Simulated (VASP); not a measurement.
# Sc3Cu2 (Pm-3m) in VASP: further runs

Sc3Cu2 is run at these levels: PBE; tasks: single point, relaxation of cell and atoms.

All numbers are computed with VASP 6.6.1; they aren't measurements. Logs are shortened: lines on timing, memory, paths and dates and some standing lists are left out, and cuts for length are marked.

### 1 The cell of the first run

It takes space group Pm-3m (No. 221, cubic). Conventional cell: a = 4.533 Å, b = 4.533 Å, c = 4.533 Å, α = 90.00°, β = 90.00°, γ = 90.00°. Within 3.0 Å of Sc (site symmetry 4/mmm) lie 2 Cu at 2.27 Å. Cu (site symmetry m-3m) has 12 Sc at 3.21 Å and 8 Cu at 3.93 Å within 4.2 Å. Cu (site symmetry m-3m) has 6 Sc at 2.27 Å within 3.0 Å.

### 2 Single point, PBE

INCAR

```
SYSTEM = Sc3Cu2
PREC = Accurate
ENCUT = 520
EDIFF = 1E-6
ISMEAR = 0
SIGMA = 0.1
LREAL = .FALSE.
LASPH = .TRUE.
NELM = 60
ALGO = Normal
ISIF = 2
LWAVE = .FALSE.
LCHARG = .FALSE.
GGA = PE
NBANDS = 36
```

KPOINTS

```
Automatic mesh
0
G
  4 4 4
  0 0 0
```

POSCAR

```
Sc3Cu2
1.0
    4.5326779200      0.0000000000      0.0000000000
    0.0000000000      4.5326779200      0.0000000000
    0.0000000000      0.0000000000      4.5326779200
Sc Cu
3 2
Direct
    0.5000000000      0.0000000000      0.0000000000
    0.0000000000      0.5000000000      0.0000000000
    0.0000000000      0.0000000000      0.5000000000
    0.5000000000      0.5000000000      0.5000000000
    0.0000000000      0.0000000000      0.0000000000
```

Potentials or basis: VASP PAW PBE potentials, release 64 (Sc_sv, Cu).

Command:

```sh
$ cat potpaw_PBE.64/Sc_sv/POTCAR potpaw_PBE.64/Cu/POTCAR > POTCAR
$ mpirun -np 1 vasp_std > vasp.out
```

OUTCAR:

```text
SYSTEM = Sc3Cu2
   PREC = Accurate
   ENCUT = 520
   EDIFF = 1E-6
   ISMEAR = 0
   LREAL = .FALSE.
   LASPH = .TRUE.
   NELM = 60
   ISIF = 2
   GGA = PE

 ion  position               nearest neighbor table
   1  0.500  0.000  0.000-   5 2.27   5 2.27   2 3.21   3 3.21   2 3.21   2 3.21   3 3.21   3 3.21
                             3 3.21   2 3.21
   2  0.000  0.500  0.000-   5 2.27   5 2.27   1 3.21   3 3.21   1 3.21   3 3.21   3 3.21   3 3.21
                             1 3.21   1 3.21
   3  0.000  0.000  0.500-   5 2.27   5 2.27   1 3.21   1 3.21   2 3.21   2 3.21   2 3.21   2 3.21
                             1 3.21   1 3.21
   4  0.500  0.500  0.500-
   5  0.000  0.000  0.000-   1 2.27   2 2.27   3 2.27   3 2.27   2 2.27   1 2.27

  LATTYP: Found a simple cubic cell.
 ALAT       =     4.5326779200

  Lattice vectors:

 A1 = (   4.5326779200,   0.0000000000,   0.0000000000)
 A2 = (   0.0000000000,   4.5326779200,   0.0000000000)
 A3 = (   0.0000000000,   0.0000000000,   4.5326779200)

Analysis of symmetry for initial positions (statically):
=====================================================================
 Subroutine PRICEL returns:
 Original cell was already a primitive cell.

 Routine SETGRP: Setting up the symmetry group for a
 simple cubic supercell.

 Subroutine GETGRP returns: Found 48 space group operations
 (whereof 48 operations were pure point group operations)
 out of a pool of 48 trial point group operations.

The static configuration has the point symmetry O_h .

Analysis of symmetry for dynamics (positions and initial velocities):
=====================================================================
 Subroutine PRICEL returns:
 Original cell was already a primitive cell.

 Routine SETGRP: Setting up the symmetry group for a
 simple cubic supercell.

 Subroutine GETGRP returns: Found 48 space group operations
 (whereof 48 operations were pure point group operations)
 out of a pool of 48 trial point group operations.

The dynamic configuration has the point symmetry O_h .

 Subroutine INISYM returns: Found 48 space group operations
 (whereof 48 operations are pure point group operations),
 and found     1 'primitive' translations

----------------------------------------------------------------------------------------

                                     Primitive cell

  volume of cell :      93.1246

  direct lattice vectors                    reciprocal lattice vectors
     4.532677920  0.000000000  0.000000000     0.220620132  0.000000000  0.000000000
     0.000000000  4.532677920  0.000000000     0.000000000  0.220620132  0.000000000
     0.000000000  0.000000000  4.532677920     0.000000000  0.000000000  0.220620132

  length of vectors
     4.532677920  4.532677920  4.532677920     0.220620132  0.220620132  0.220620132

  position of ions in fractional coordinates (direct lattice)
     0.500000000  0.000000000  0.000000000
     0.000000000  0.500000000  0.000000000
     0.000000000  0.000000000  0.500000000
     0.500000000  0.500000000  0.500000000
     0.000000000  0.000000000  0.000000000

  ion indices of the primitive-cell ions
   primitive index   ion index
                 1           1
                 2           2
                 3           3
                 4           4
                 5           5

----------------------------------------------------------------------------------------

 KPOINTS: Automatic mesh

Automatic generation of k-mesh.
 Grid dimensions read from file:
 generate k-points for:    4    4    4

 Generating k-lattice:

  Cartesian coordinates                     Fractional coordinates (reciprocal lattice)
     0.055155033  0.000000000  0.000000000     0.250000000  0.000000000  0.000000000
     0.000000000  0.055155033  0.000000000     0.000000000  0.250000000  0.000000000
     0.000000000  0.000000000  0.055155033     0.000000000  0.000000000  0.250000000

  Length of vectors
     0.055155033  0.055155033  0.055155033

  Shift w.r.t. Gamma in fractional coordinates (k-lattice)
[... 44 lines left out ...]
 maximum number of plane-waves:      2522
 NGX is ok and might be reduce to    36
   NGX = 17   NGY = 17   NGZ = 17

 number of electron      55.0000024 magnetization

 Free energy of the ion-electron system (eV)
  ---------------------------------------------------
  ext. energy  EPLUGINS =         0.00000000
  ---------------------------------------------------
  free energy    TOTEN  =       -22.94027688 eV

  energy without entropy =      -22.88094650  energy(sigma->0) =      -22.91061169

 E-fermi :   5.1181     XC(G=0): -10.6702

 val. band max:        5.1145120530   @ k =   0.5000   0.5000   0.2500
 cond. band min:       5.1289819532   @ k =   0.2500   0.2500   0.0000
 fundamental gap:      0.0144699002
 Fermi energy:         5.1180686648

 k-point     1 :       0.0000    0.0000    0.0000
  band No.  band energies     occupation
      1     -44.2996      2.00000
      2     -44.2198      2.00000
      3     -44.2198      2.00000
      4     -23.1479      2.00000
      5     -23.1479      2.00000
      6     -23.1479      2.00000
[... 28 lines left out ...]
     35       7.7338      0.00000
     36       8.9924      0.00000

 k-point     2 :       0.2500    0.0000    0.0000
  band No.  band energies     occupation
      1     -44.2889      2.00000
      2     -44.2285      2.00000
      3     -44.2197      2.00000
      4     -23.1220      2.00000
      5     -23.1220      2.00000
      6     -23.1182      2.00000
[... 28 lines left out ...]
     35       7.8290      0.00000
     36       7.8290      0.00000

 k-point     3 :       0.5000    0.0000    0.0000
  band No.  band energies     occupation
      1     -44.2729      2.00000
      2     -44.2426      2.00000
      3     -44.2196      2.00000
      4     -23.0889      2.00000
      5     -23.0889      2.00000
      6     -23.0599      2.00000
[... 28 lines left out ...]
     35       7.6918      0.00000
     36       7.7307      0.00000
[... 196 lines left out ...]
 k-point     9 :       0.5000    0.5000    0.2500
  band No.  band energies     occupation
      1     -44.2441      2.00000
      2     -44.2423      2.00000
      3     -44.2423      2.00000
      4     -23.3051      2.00000
      5     -23.0675      2.00000
      6     -23.0233      2.00000
[... 28 lines left out ...]
     35       7.1742      0.00000
     36       7.4219      0.00000

 k-point    10 :       0.5000    0.5000    0.5000
  band No.  band energies     occupation
      1     -44.2422      2.00000
      2     -44.2422      2.00000
      3     -44.2422      2.00000
      4     -23.3701      2.00000
      5     -23.0669      2.00000
      6     -23.0669      2.00000
[... 28 lines left out ...]
     35       7.0008      0.00000
     36       7.0008      0.00000

------------------------ aborting loop because EDIFF is reached ----------------------------------------

  FORCE on cell =-STRESS in cart. coord.  units (eV):
  Direction    XX          YY          ZZ          XY          YZ          ZX
  --------------------------------------------------------------------------------------
  -------------------------------------------------------------------------------------
  Total       12.1502369     12.1502369     12.1502369     -0.0000000      0.0000000     -0.0000000
  in kB      209.0406507    209.0406507    209.0406507     -0.0000000      0.0000000     -0.0000000
  external PRESSURE =     209.0406507 kB  Pullay stress =       0.0000000 kB

 VOLUME and BASIS-vectors are now :
 -----------------------------------------------------------------------------
  energy-cutoff  :      520.00
  volume of cell :       93.12
      direct lattice vectors                 reciprocal lattice vectors
     4.532677920  0.000000000  0.000000000     0.220620132  0.000000000  0.000000000
     0.000000000  4.532677920  0.000000000     0.000000000  0.220620132  0.000000000
     0.000000000  0.000000000  4.532677920     0.000000000  0.000000000  0.220620132

 POSITION                                       TOTAL-FORCE (eV/Angst)
 -----------------------------------------------------------------------------------
      2.26634      0.00000      0.00000         0.000000      0.000000      0.000000
      0.00000      2.26634      0.00000         0.000000      0.000000      0.000000
      0.00000      0.00000      2.26634         0.000000      0.000000      0.000000
      2.26634      2.26634      2.26634         0.000000      0.000000      0.000000
      0.00000      0.00000      0.00000         0.000000      0.000000      0.000000
 -----------------------------------------------------------------------------------
    total drift:                                0.000000      0.000000     -0.000000

  FREE ENERGIE OF THE ION-ELECTRON SYSTEM (eV)
  ---------------------------------------------------
  free  energy   TOTEN  =       -22.9402768777 eV

  energy  without entropy=      -22.8809464998  energy(sigma->0) =      -22.91061169
```

Wall time 49 s (1 thread of Oxide Virtual Turin-like, shared host); peak memory 0.18 GiB.

Results:

```
Free energy : -22.9403 eV
Pressure    : 20.9 GPa
```

### 3 Single point, PBE

This run uses another cell than the first one, of 23.58 Å³/atom, 1.266 times its volume.

INCAR

```
SYSTEM = Sc3Cu2
  PREC = Accurate
  ENCUT = 520
  EDIFF = 1E-7
  ISMEAR = 0
  SIGMA = 0.1
  LREAL = .FALSE.
  LASPH = .TRUE.
  NELM = 100
  ALGO = Fast
  ISIF = 2
  LWAVE = .FALSE.
  LCHARG = .FALSE.
  GGA = PE
  NBANDS = 36
```

KPOINTS

```
regular mesh
0
G
  4 4 4
  0 0 0
```

Edit POSCAR of step 2 so:

```diff
@@ -2,5 +2,5 @@
 1.0
-    4.5326779200      0.0000000000      0.0000000000
-    0.0000000000      4.5326779200      0.0000000000
-    0.0000000000      0.0000000000      4.5326779200
+    4.9038242278      0.0000000000      0.0000000000
+    0.0000000000      4.9038242278      0.0000000000
+    0.0000000000      0.0000000000      4.9038242278
 Sc Cu
```

Potentials or basis: VASP PAW PBE potentials, release 64 (Sc_sv, Cu).

Command:

```sh
$ cat potpaw_PBE.64/Sc_sv/POTCAR potpaw_PBE.64/Cu/POTCAR > POTCAR
$ mpirun -np 1 vasp_std > vasp.out
```

Run time: 83 s. Hardware: 1 thread of Oxide Virtual Turin-like, shared host; peak memory 0.18 GiB.

Results (log left out):

* Free energy: -24.3101 eV
* Pressure: 0.2 GPa

Levels at points of the mesh, in eV from the Fermi level:
```
           k point  band 24  band 25  band 26  band 27  band 28  band 29  band 30  band 31
(0.00, 0.00, 0.00)    -2.24    -0.02    -0.02     0.51     0.51     0.51     0.53     0.53
(0.50, 0.00, 0.00)    -2.12    -1.26     0.04     0.04     0.13     0.23     0.23     0.70
(0.50, 0.50, 0.00)    -2.15    -2.14    -2.13    -0.60     0.07     0.07     0.08     1.29
(0.50, 0.50, 0.50)    -2.15    -1.62    -1.62    -1.62    -0.02    -0.02    -0.02     1.03
```

### 4 Single point, PBE

This run uses another cell than the first one, of 23.63 Å³/atom, 1.269 times its volume.

INCAR

```
SYSTEM = Sc3Cu2
PREC = Accurate
ENCUT = 520
EDIFF = 1E-6
ISMEAR = 0
SIGMA = 0.1
LREAL = .False.
LASPH = .True.
NELM = 60
ALGO = Fast
ISIF = 2
LWAVE = .False.
LCHARG = .False.
GGA = PE
NBANDS = 36
```

KPOINTS

```
regular mesh
0
Gamma
  8 8 8
  0 0 0
```

Edit POSCAR of step 3 so:

```diff
@@ -2,5 +2,5 @@
 1.0
-    4.9038242278      0.0000000000      0.0000000000
-    0.0000000000      4.9038242278      0.0000000000
-    0.0000000000      0.0000000000      4.9038242278
+    4.9070695218      0.0000000000      0.0000000000
+    0.0000000000      4.9070695218      0.0000000000
+    0.0000000000      0.0000000000      4.9070695218
 Sc Cu
```

Command:

```sh
$ cat potpaw_PBE.64/Sc_sv/POTCAR potpaw_PBE.64/Cu/POTCAR > POTCAR
$ mpirun -np 1 vasp_std > vasp.out
```

Wall time 3.3 min (1 thread of Oxide Virtual Turin-like, shared host); peak memory 0.25 GiB.

Results (log left out):

```yaml
Free_energy: -24.2988 eV
Pressure: 0.2 GPa
```

Levels at points of the mesh, in eV from the Fermi level:
| k point | band 25 | band 26 | band 27 | band 28 | band 29 | band 30 | band 31 | band 32 |
| --- | --- | --- | --- | --- | --- | --- | --- | --- |
| (0.00, 0.00, 0.00) | 0.00 | 0.00 | 0.53 | 0.53 | 0.53 | 0.55 | 0.55 | 0.55 |
| (0.50, 0.00, 0.00) | -1.24 | 0.06 | 0.06 | 0.14 | 0.25 | 0.25 | 0.71 | 0.72 |
| (0.50, 0.50, 0.00) | -2.11 | -2.09 | -0.58 | 0.09 | 0.09 | 0.10 | 1.30 | 1.30 |
| (0.50, 0.50, 0.50) | -1.59 | -1.59 | -1.59 | 0.00 | 0.00 | 0.00 | 1.04 | 1.04 |

### 5 Relaxation of cell and atoms, PBE

INCAR

```
ALGO = Normal
EDIFF = 1E-7
EDIFFG = -0.04
ENCUT = 600
GGA = PE
IBRION = 2
ISIF = 3
ISMEAR = 0
LASPH = T
LCHARG = F
LREAL = F
LWAVE = F
NELM = 80
NSW = 90
PREC = Accurate
SIGMA = 0.1
```

KPOINTS

```
k-points
0
Gamma
  4 4 4
```

Edit POSCAR of step 4 so:

```diff
@@ -2,5 +2,5 @@
 1.0
-    4.9070695218      0.0000000000      0.0000000000
-    0.0000000000      4.9070695218      0.0000000000
-    0.0000000000      0.0000000000      4.9070695218
+    4.5326779200      0.0000000000      0.0000000000
+    0.0000000000      4.5326779200      0.0000000000
+    0.0000000000      0.0000000000      4.5326779200
 Sc Cu
```

Command:

```sh
$ cat potpaw_PBE.64/Sc_sv/POTCAR potpaw_PBE.64/Cu/POTCAR > POTCAR
$ mpirun -np 1 vasp_std > vasp.out
```

Run time: 4.7 min. Hardware: 1 thread of Oxide Virtual Turin-like, shared host; peak memory 0.19 GiB.

It converged, with:

```yaml
Free_energy: -24.3050 eV
Relaxed_volume: 23.61 Å³/atom
Relaxed_cell: a = 4.906 Å, b = 4.906 Å, c = 4.906 Å, α = 90.00°, β = 90.00°, γ = 90.00°
Space_group_after_relaxing_to_0.05_Å: Pm-3m (No. 221)
Energy_gained_by_relaxing: 272.8 meV/atom
Ionic_steps: 3
Pressure_after_relaxing: 0.1 GPa
```

The path:
```csv
step,energy change (eV),largest force (eV/Å),pressure (GPa),volume (Å³)
1,0.0000,0.0000,20.99,93.12
2,-1.1932,0.0000,-4.34,130.02
3,-1.3640,0.0000,0.12,118.05
```

Final structure:
```
Sc Cu
1.0
     4.90555    0.00000    0.00000
     0.00000    4.90555    0.00000
     0.00000    0.00000    4.90555
Sc Cu
3 2
Direct
  0.50000 0.00000 0.00000
  0.00000 0.50000 0.00000
  0.00000 0.00000 0.50000
  0.50000 0.50000 0.50000
  0.00000 0.00000 0.00000
```

Levels at points of the mesh, in eV from the Fermi level:
```tsv
k point	band 24	band 25	band 26	band 27	band 28	band 29	band 30	band 31
(0.00, 0.00, 0.00)	-2.24	-0.02	-0.02	0.51	0.51	0.51	0.53	0.53
(0.50, 0.00, 0.00)	-2.12	-1.26	0.04	0.04	0.13	0.23	0.23	0.70
(0.50, 0.50, 0.00)	-2.15	-2.14	-2.13	-0.60	0.07	0.07	0.08	1.29
(0.50, 0.50, 0.50)	-2.14	-1.61	-1.61	-1.61	-0.02	-0.02	-0.02	1.03
```

Caveat: the volume moved by over 15 % at a fixed basis, so the end points are rough.

### 6 Relaxation of cell and atoms, PBE

This run uses another cell than the first one, of 23.58 Å³/atom, 1.266 times its volume.

INCAR

```
SYSTEM = Sc3Cu2
PREC     = Accurate       ! precision mode
ENCUT    = 600            ! plane-wave cutoff, eV
EDIFF    = 1E-7           ! SCF threshold, eV
ISMEAR   = 0              ! smearing method
SIGMA    = 0.1            ! smearing width, eV
LREAL    = .False.        ! projectors in reciprocal space
LASPH    = .True.         ! aspherical terms in the spheres
NELM     = 80             ! most SCF steps
ALGO     = Fast           ! electronic algorithm
ISIF     = 3              ! what is computed and relaxed
LWAVE    = .False.        ! write WAVECAR
LCHARG   = .False.        ! write CHGCAR
GGA      = PE             ! functional
IBRION   = 2              ! ionic algorithm
NSW      = 100            ! ionic steps
EDIFFG   = -0.01          ! ionic threshold
```

KPOINTS

```
Automatic mesh
0
Gamma
  8 8 8
  0 0 0
```

Edit POSCAR of step 5 so:

```diff
@@ -2,5 +2,5 @@
 1.0
-    4.5326779200      0.0000000000      0.0000000000
-    0.0000000000      4.5326779200      0.0000000000
-    0.0000000000      0.0000000000      4.5326779200
+    4.9038242278      0.0000000000      0.0000000000
+    0.0000000000      4.9038242278      0.0000000000
+    0.0000000000      0.0000000000      4.9038242278
 Sc Cu
```

Potentials or basis: VASP PAW PBE potentials, release 64 (Sc_sv, Cu).

Command:

```sh
$ cat potpaw_PBE.64/Sc_sv/POTCAR potpaw_PBE.64/Cu/POTCAR > POTCAR
$ mpirun -np 1 vasp_std > vasp.out
```

It took 15 min on 1 thread of Oxide Virtual Turin-like, shared host; peak memory 0.31 GiB.

Results (log left out):

* Free energy: -24.2995 eV
* Relaxed volume: 23.75 Å³/atom
* Relaxed cell: a = 4.915 Å, b = 4.915 Å, c = 4.915 Å, α = 90.00°, β = 90.00°, γ = 90.00°
* Space group after relaxing (to 0.05 Å): Pm-3m (No. 221)
* Energy gained by relaxing: 0.1 meV/atom
* Ionic steps: 2
* Pressure after relaxing: -0.1 GPa

Step by step:
| step | energy change (eV) | largest force (eV/Å) | pressure (GPa) | volume (Å³) |
| --- | --- | --- | --- | --- |
| 1 | 0.0000 | 0.0000 | 0.33 | 117.92 |
| 2 | -0.0007 | 0.0000 | -0.07 | 118.77 |

Final structure:
```yaml
crystal:
  lattice:
    - [4.91545, 0.00000, 0.00000]
    - [0.00000, 4.91545, 0.00000]
    - [0.00000, 0.00000, 4.91545]
  atoms:
    - { symbol: Sc, position: [0.50000, 0.00000, 0.00000] }
    - { symbol: Sc, position: [0.00000, 0.50000, 0.00000] }
    - { symbol: Sc, position: [0.00000, 0.00000, 0.50000] }
    - { symbol: Cu, position: [0.50000, 0.50000, 0.50000] }
    - { symbol: Cu, position: [0.00000, 0.00000, 0.00000] }
```

Levels at points of the mesh, in eV from the Fermi level:
| k point | band 24 | band 25 | band 26 | band 27 | band 28 | band 29 | band 30 | band 31 | band 32 | band 33 |
| --- | --- | --- | --- | --- | --- | --- | --- | --- | --- | --- |
| (0.00, 0.00, 0.00) | -2.19 | 0.00 | 0.00 | 0.52 | 0.52 | 0.52 | 0.54 | 0.54 | 0.54 | 1.96 |
| (0.50, 0.00, 0.00) | -2.08 | -1.23 | 0.06 | 0.06 | 0.14 | 0.25 | 0.25 | 0.71 | 0.72 | 1.34 |
| (0.50, 0.50, 0.00) | -2.11 | -2.10 | -2.08 | -0.58 | 0.09 | 0.09 | 0.10 | 1.29 | 1.31 | 1.33 |
| (0.50, 0.50, 0.50) | -2.10 | -1.59 | -1.59 | -1.59 | 0.00 | 0.00 | 0.00 | 1.03 | 1.03 | 1.44 |

### 7 The runs side by side

| task | cell | k mesh | cutoff (eV) | gap on the mesh (eV) | pressure (GPa) | relaxed volume (Å³/atom) |
| --- | --- | --- | --- | --- | --- | --- |
| single point | a = 4.533 Å, 5 atoms | 4 × 4 × 4 | 520 | none | 20.9 | - |
| single point | a = 4.904 Å, 5 atoms | 4 × 4 × 4 | 520 | none | 0.2 | - |
| single point | a = 4.907 Å, 5 atoms | 8 × 8 × 8 | 520 | none | 0.2 | - |
| relaxation of cell and atoms | relaxed from a = 4.533 Å, 5 atoms | 4 × 4 × 4 | 600 | none | 0.1 | 23.61 |
| relaxation of cell and atoms | relaxed from a = 4.904 Å, 5 atoms | 8 × 8 × 8 | 600 | none | -0.1 | 23.75 |

Alike in all rows: level PBE; potentials or basis VASP PAW PBE potentials, release 64 (Sc_sv, Cu); no spin polarisation; smearing gaussian 0.1 eV.

Caveats: the volume moved by over 15 % at a fixed basis, so the end points are rough (some runs).

Absolute energies hang on the potentials; compare differences alone.
